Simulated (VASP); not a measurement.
# B (P6/mmm) in VASP: further runs, part 2 of 2

VASP 6.6.1.

**3. Single point, PBE**

INCAR reads:

```
ALGO = Normal
EDIFF = 1E-6
ENCUT = 520
GGA = PE
ISIF = 2
ISMEAR = -1
LASPH = T
LCHARG = T
LELF = T
LREAL = F
LVHAR = T
LWAVE = F
NBANDS = 8
NELM = 100
PREC = Accurate
SIGMA = 0.05
```

KPOINTS reads:

```
k-points
0
Gamma
  12 12 5
```

POSCAR reads:

```
B
1.0
    1.7024000000      0.0000000000      0.0000000000
   -0.8512000000      1.4744000000      0.0000000000
    0.0000000000      0.0000000000      3.6354000000
B
1
Direct
    0.0000000000      0.0000000000      0.0000000000
```

Potentials or basis: VASP PAW PBE potentials, release 64 (B).

On the command line:

```sh
$ cat potpaw_PBE.64/B/POTCAR > POTCAR
$ mpirun -np 1 vasp_std > vasp.out
```

OUTCAR:

```text
EDIFF = 1E-6
   ENCUT = 520
   GGA = PE
   ISIF = 2
   ISMEAR = -1
   LASPH = T
   LREAL = F
   NELM = 100
   PREC = Accurate

 ion  position               nearest neighbor table
   1  0.000  0.000  0.000-

  LATTYP: Found a base centered orthorhombic cell.
 ALAT       =     1.7024000000
 B/A-ratio  =     1.7321428571
 C/A-ratio  =     2.1354558271

  Lattice vectors:

 A1 = (   0.8512000000,  -1.4744000000,   0.0000000000)
 A2 = (   0.8512000000,   1.4744000000,   0.0000000000)
 A3 = (   0.0000000000,   0.0000000000,   3.6354000000)

Analysis of symmetry for initial positions (statically):
=====================================================================
 Subroutine PRICEL returns:
 Original cell was already a primitive cell.

 Routine SETGRP: Setting up the symmetry group for a
 base centered orthorhombic supercell.

 Subroutine GETGRP returns: Found  8 space group operations
 (whereof  8 operations were pure point group operations)
 out of a pool of  8 trial point group operations.

The static configuration has the point symmetry D_2h.

Analysis of symmetry for dynamics (positions and initial velocities):
=====================================================================
 Subroutine PRICEL returns:
 Original cell was already a primitive cell.

 Routine SETGRP: Setting up the symmetry group for a
 base centered orthorhombic supercell.

 Subroutine GETGRP returns: Found  8 space group operations
 (whereof  8 operations were pure point group operations)
 out of a pool of  8 trial point group operations.

The dynamic configuration has the point symmetry D_2h.

 Subroutine INISYM returns: Found  8 space group operations
 (whereof  8 operations are pure point group operations),
 and found     1 'primitive' translations

----------------------------------------------------------------------------------------

                                     Primitive cell

  volume of cell :       9.1249

  direct lattice vectors                    reciprocal lattice vectors
     1.702400000  0.000000000  0.000000000     0.587406015  0.339120998  0.000000000
    -0.851200000  1.474400000  0.000000000     0.000000000  0.678241997  0.000000000
     0.000000000  0.000000000  3.635400000     0.000000000  0.000000000  0.275072894

  length of vectors
     1.702400000  1.702467856  3.635400000     0.678269031  0.678241997  0.275072894

  position of ions in fractional coordinates (direct lattice)
     0.000000000  0.000000000  0.000000000

  ion indices of the primitive-cell ions
   primitive index   ion index
                 1           1

----------------------------------------------------------------------------------------

 KPOINTS: k-points

Automatic generation of k-mesh.
 Grid dimensions read from file:
 generate k-points for:   12   12    5

 Generating k-lattice:

  Cartesian coordinates                     Fractional coordinates (reciprocal lattice)
     0.048950501  0.028260083  0.000000000     0.083333333  0.000000000  0.000000000
     0.000000000  0.056520166  0.000000000     0.000000000  0.083333333  0.000000000
     0.000000000  0.000000000  0.055014579     0.000000000  0.000000000  0.200000000

  Length of vectors
     0.056522419  0.056520166  0.055014579

  Shift w.r.t. Gamma in fractional coordinates (k-lattice)
     0.000000000  0.000000000  0.000000000

 Subroutine IBZKPT returns following result:
 ===========================================

 Found    129 irreducible k-points:

 Following reciprocal coordinates:
            Coordinates               Weight
  0.000000  0.000000  0.000000      1.000000
  0.083333  0.000000  0.000000      4.000000
  0.166667  0.000000  0.000000      4.000000
  0.250000  0.000000  0.000000      4.000000
  0.333333 -0.000000  0.000000      4.000000
  0.416667  0.000000  0.000000      4.000000
[... 16 lines left out ...]
  0.333333  0.166667  0.000000      4.000000
  0.416667  0.166667  0.000000      4.000000
 [... further k-points ...]
   k-points           NKPTS =    129   k-points in BZ     NKDIM =    129   number of bands    NBANDS=      8
   number of dos      NEDOS =    301   number of ions     NIONS =      1
   total plane-waves  NPLWV =   5488
   dimension x,y,z NGX =    14 NGY =   14 NGZ =   28
   dimension x,y,z NGXF=    28 NGYF=   28 NGZF=   56
   ions per type =               1
   NGX,Y,Z   is equivalent  to a cutoff of  13.67, 13.67, 12.80 a.u.
   NGXF,Y,Z  is equivalent  to a cutoff of  27.34, 27.34, 25.61 a.u.
 SYSTEM =  unknown system
   PREC   = accura    normal or accurate (medium, high low for compatibility)
   ISTART =      0    job   : 0-new  1-cont  2-samecut
   ICHARG =      2    charge: 1-file 2-atom 10-const
   ISPIN  =      1    spin polarized calculation?
   LNONCOLLINEAR =      F non collinear calculations
   LSORBIT =      F    spin-orbit coupling
   LASPH  =      T    aspherical Exc in radial PAW
   ENCUT  =  520.0 eV  38.22 Ry    6.18 a.u.   3.17  3.17  6.76*2*pi/ulx,y,z
   NELM   =    100;   NELMIN=  2; NELMDL= -5     # of ELM steps
   EDIFF  = 0.1E-05   stopping-criterion for ELM
   LREAL  =      F    real-space projection
[... 7 lines left out ...]
   TEBEG  =    0.0;   TEEND  =   0.0 temperature during run
   PSTRESS=    0.0 pullay stress
   NELECT =       3.0000    total number of electrons
   NUPDOWN=      -1.0000    fix difference up-down
   EMIN   =  10.00;   EMAX   =-10.00  energy-range for DOS
   EFERMI =   0.00;   METHOD = LEGACY
   ISMEAR =    -1;   SIGMA  =   0.05  broadening in eV -4-tet -1-fermi 0-gaus
   EFERMI_NEDOS =   21; number of points for ismear=-14 and -15
   IALGO  =     38    algorithm
   IMIX   =      4    mixing-type and parameters
     AMIX     =   0.40;   BMIX     =  1.00
     AMIX_MAG =   1.60;   BMIX_MAG =  1.00
  volume/ion in A,a.u.               =       9.12        61.58
  Fermi-wavevector in a.u.,A,eV,Ry     =   1.129897  2.135196 17.370113  1.276667
  Thomas-Fermi vector in A             =   2.266592
   LORBIT       =      0    0 simple, 1 ext, 2 COOP (PROOUT), +10 PAW based schemes
   GGA     = PE    functional components
   LHFCALC =     F    Hartree Fock is set to
   AEXX    =    0.0000 exact exchange contribution
   IVDW    =     0    specifies the selected vdW correction
   LEPSILON=     F    determine dielectric tensor
   LRPA    =     F    only Hartree local field effects (RPA)
 non-spin polarized calculation
  energy-cutoff  :      520.00
  volume of cell :        9.12
 maximum number of plane-waves:       258
 NGX is ok and might be reduce to    14
   NGX =  7   NGY =  7   NGZ = 13

 number of electron       3.0000000 magnetization

 Free energy of the ion-electron system (eV)
  ---------------------------------------------------
  ext. energy  EPLUGINS =         0.00000000
  ---------------------------------------------------
  free energy    TOTEN  =        -5.96665282 eV

  energy without entropy =       -5.96135657  energy(sigma->0) =       -5.96400469

 E-fermi :   5.3506     XC(G=0): -10.0823

 val. band max:        5.3146025583   @ k =   0.3333   0.2500   0.4000
 cond. band min:       5.4424376423   @ k =   0.1667   0.2500   0.4000
 fundamental gap:      0.1278350841
 Fermi energy:         5.3505830170

 k-point     1 :       0.0000    0.0000    0.0000
  band No.  band energies     occupation
      1     -11.8398      2.00000
      2      -1.4174      2.00000
      3       7.6543      0.00000
      4      30.3793      0.00000
      5      30.3813      0.00000
      6      31.3742      0.00000
      7      37.3134      0.00000
      8      51.6030      0.00000

 k-point     2 :       0.0833    0.0000    0.0000
  band No.  band energies     occupation
      1     -11.5169      2.00000
      2      -0.9603      2.00000
      3       8.0497      0.00000
      4      28.6861      0.00000
      5      29.3984      0.00000
      6      31.7139      0.00000
      7      38.2152      0.00000
      8      46.9087      0.00000

 k-point     3 :       0.1667    0.0000    0.0000
  band No.  band energies     occupation
      1     -10.5551      2.00000
      2       0.4050      2.00000
      3       9.2131      0.00000
      4      24.5661      0.00000
      5      27.2323      0.00000
      6      32.5743      0.00000
      7      39.2040      0.00000
      8      44.5947      0.00000
[... 210 lines left out ...]
 k-point    23 :       0.3333    0.1667    0.0000
  band No.  band energies     occupation
      1      -3.4786      2.00000
      2       8.0236      0.00000
      3      10.5050      0.00000
      4      16.2160      0.00000
      5      22.1741      0.00000
      6      24.1614      0.00000
      7      31.8572      0.00000
      8      36.0856      0.00000

 k-point    24 :       0.4167    0.1667    0.0000
  band No.  band energies     occupation
      1      -2.0428      2.00000
      2       5.9229      0.00002
      3      12.7264      0.00000
      4      16.5820      0.00000
      5      21.2782      0.00000
      6      24.7374      0.00000
      7      27.6925      0.00000
      8      35.5096      0.00000

 [... further k-points ...]
[... 5 lines left out ...]
  --------------------------------------------------------------------------------------
  -------------------------------------------------------------------------------------
  Total        0.3660520      0.3651624      0.1818701      0.0000000      0.0000000      0.0000000
  in kB       64.2723500     64.1161575     31.9332309      0.0000000      0.0000000      0.0000000
  external PRESSURE =      53.4405795 kB  Pullay stress =       0.0000000 kB

 VOLUME and BASIS-vectors are now :
 -----------------------------------------------------------------------------
  energy-cutoff  :      520.00
  volume of cell :        9.12
      direct lattice vectors                 reciprocal lattice vectors
     1.702400000  0.000000000  0.000000000     0.587406015  0.339120998  0.000000000
    -0.851200000  1.474400000  0.000000000     0.000000000  0.678241997  0.000000000
     0.000000000  0.000000000  3.635400000     0.000000000  0.000000000  0.275072894

 POSITION                                       TOTAL-FORCE (eV/Angst)
 -----------------------------------------------------------------------------------
      0.00000      0.00000      0.00000        -0.000000      0.000000      0.000000
 -----------------------------------------------------------------------------------
    total drift:                               -0.000000     -0.000000     -0.000000

  FREE ENERGIE OF THE ION-ELECTRON SYSTEM (eV)
  ---------------------------------------------------
  free  energy   TOTEN  =        -5.9666528182 eV

  energy  without entropy=       -5.9613565696  energy(sigma->0) =       -5.96400469
```

OSZICAR:

```text
N       E                     dE             d eps       ncg     rms          rms(c)
DAV:   1    -0.233804007408E+01   -0.23380E+01   -0.14987E+03  2128   0.289E+02
DAV:   2    -0.647989950479E+01   -0.41419E+01   -0.36678E+01  2864   0.437E+01
DAV:   3    -0.648973098019E+01   -0.98315E-02   -0.98309E-02  2368   0.238E+00
DAV:   4    -0.648973411029E+01   -0.31301E-05   -0.31299E-05  3096   0.375E-02
DAV:   5    -0.648973411034E+01   -0.54783E-10   -0.35751E-09  2336   0.234E-04    0.327E+00
DAV:   6    -0.610950582295E+01    0.38023E+00   -0.31557E-01  2176   0.217E+00    0.191E+00
DAV:   7    -0.596796969743E+01    0.14154E+00   -0.46487E-01  2256   0.255E+00    0.379E-01
DAV:   8    -0.597290420785E+01   -0.49345E-02   -0.42789E-02  2264   0.805E-01    0.361E-01
DAV:   9    -0.596680194403E+01    0.61023E-02   -0.11503E-02  2224   0.415E-01    0.565E-02
DAV:  10    -0.596667476189E+01    0.12718E-03   -0.19608E-04  2784   0.643E-02    0.214E-02
DAV:  11    -0.596665704243E+01    0.17719E-04   -0.14432E-04  2296   0.486E-02    0.991E-03
DAV:  12    -0.596665411603E+01    0.29264E-05   -0.22320E-06  2424   0.760E-03    0.553E-03
DAV:  13    -0.596665282972E+01    0.12863E-05   -0.40794E-06  2296   0.763E-03    0.755E-04
DAV:  14    -0.596665281817E+01    0.11548E-07   -0.56736E-08  1288   0.117E-03
   1 F= -.59666528E+01 E0= -.59640047E+01  d E =-.529625E-02
```

stdout:

```text
POSCAR found type information on POSCAR B
 POSCAR found :  1 types and       1 ions
 scaLAPACK will be used
 LDA part: xc-table for (Slater+PW92), standard interpolation
 POSCAR, INCAR and KPOINTS ok, starting setup
 FFT: planning ... GRIDC
 FFT: planning ... GRID_SOFT
 FFT: planning ... GRID
 WAVECAR not read
 entering main loop
```

Wall time 8.3 s (1 thread of Intel Xeon 6975P-C, shared host); peak memory 0.11 GiB.

What came out:

```yaml
Free_energy: -5.9667 eV
Pressure: 5.3 GPa
```

**4. Single point, PBE**

INCAR reads:

```
ALGO     = Normal         # electronic algorithm
EDIFF    = 1E-6           # SCF threshold, eV
ENCUT    = 520            # plane-wave cutoff, eV
GGA      = PE             # functional
ISIF     = 2              # what is computed and relaxed
ISMEAR   = -1             # smearing method
LASPH    = True           # aspherical terms in the spheres
LCHARG   = False          # write CHGCAR
LREAL    = False          # projectors in reciprocal space
LWAVE    = False          # write WAVECAR
NBANDS   = 8              # bands
NELM     = 100            # most SCF steps
PREC     = Accurate       # precision mode
SIGMA    = 0.05           # smearing width, eV
```

KPOINTS reads:

```
k-points
0
Gamma
  18 18 8
```

POSCAR is that of step 3.

On the command line:

```sh
$ cat potpaw_PBE.64/B/POTCAR > POTCAR
$ mpirun -np 1 vasp_std > vasp.out
```

Run time: 20 s. Hardware: 1 thread of Intel Xeon 6975P-C, shared host; peak memory 0.13 GiB.

The run converged. Its results:

| Property | Result |
| --- | --- |
| Free energy | -6.0023 eV |
| Pressure | 3.2 GPa |

Stress tensor (GPa, compression positive):
```
4.61 0.00 0.00
0.00 4.58 0.00
0.00 0.00 0.31
```

Levels at points of the mesh, in eV from the Fermi level:
```tsv
k point	band 1	band 2	band 3	band 4	band 5
(0.00, 0.00, 0.00)	-17.34	-6.85	2.31	24.83	24.83
(0.50, 0.00, 0.00)	-8.96	1.06	6.20	14.43	16.04
(0.00, 0.50, 0.00)	-8.96	1.06	6.20	14.43	16.05
(0.00, 0.00, 0.50)	-17.03	-8.74	8.98	13.68	24.84
(0.50, 0.00, 0.50)	-8.89	1.48	5.14	11.29	16.06
(0.00, 0.50, 0.50)	-8.89	1.48	5.14	11.29	16.07
```

**5. Overview**

| k mesh | gap on the mesh (eV) | pressure (GPa) |
| --- | --- | --- |
| 9 × 9 × 4 | none | 2.1 |
| 12 × 12 × 5 | none | 5.3 |
| 18 × 18 × 8 | none | 3.2 |

Alike in all rows: task single point; level PBE; potentials or basis VASP PAW PBE potentials, release 64 (B); no spin polarisation; cell as given; cutoff (eV) 520; smearing fermi-dirac 0.05 eV.

Caveats: some runs use coarse meshes.

Total energies depend on the potentials used, so only differences within one code and one set of settings carry meaning.
